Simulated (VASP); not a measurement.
Set up this calculation in VASP 6.6.1, as the native input.

* Task: single point
* Functional: PBE
* Dispersion: D3(BJ)
* Potentials or basis: VASP PAW PBE potentials, release 64 (Ca_sv, Se)
* Cutoff: 520 eV
* k mesh: 7 × 7 × 7
* Occupations: fermi-dirac, width 0.02 eV
* Spin: no spin polarisation
* Dipole correction: no
* Further INCAR settings: ALGO = Normal; EDIFF = 1e-06; NBANDS = 15

The structure of CaSe lies in POSCAR:

```
CaSe
1.0
    0.0000000000      2.9347698440      2.9347698440
    2.9347698440      0.0000000000      2.9347698440
    2.9347698440      2.9347698440      0.0000000000
Ca Se
1 1
Direct
    0.0000000000      0.0000000000      0.0000000000
    0.5000000000      0.5000000000      0.5000000000
```

These files were run (other wordings do the same):

INCAR

```
SYSTEM = CaSe
ALGO = Normal ; EDIFF = 1E-6
ENCUT = 520 ; GGA = PE
ISIF = 2 ; ISMEAR = -1
IVDW = 12 ; LASPH = .True.
LCHARG = .False. ; LREAL = .False.
LWAVE = .False. ; NBANDS = 15
NELM = 60 ; PREC = Accurate
SIGMA = 0.02
```

KPOINTS

```
k-points
0
Gamma
  7 7 7
  0 0 0
```

Potentials or basis: VASP PAW PBE potentials, release 64 (Ca_sv, Se).

Command:

```console
$ cat potpaw_PBE.64/Ca_sv/POTCAR potpaw_PBE.64/Se/POTCAR > POTCAR
$ mpirun -np 1 vasp_std > vasp.out
```

Results of the run:

```yaml
Pressure: 0.2 GPa
Band_gap_on_the_k_mesh: 2.03 eV, indirect (least direct gap 2.96 eV)
Dispersion_energy_per_atom: -0.362 eV
```

It took 6.3 s on 1 thread of Intel(R) Xeon(R) 6975P-C (Granite Rapids), with other jobs on the host, peak memory 0.18 GiB.
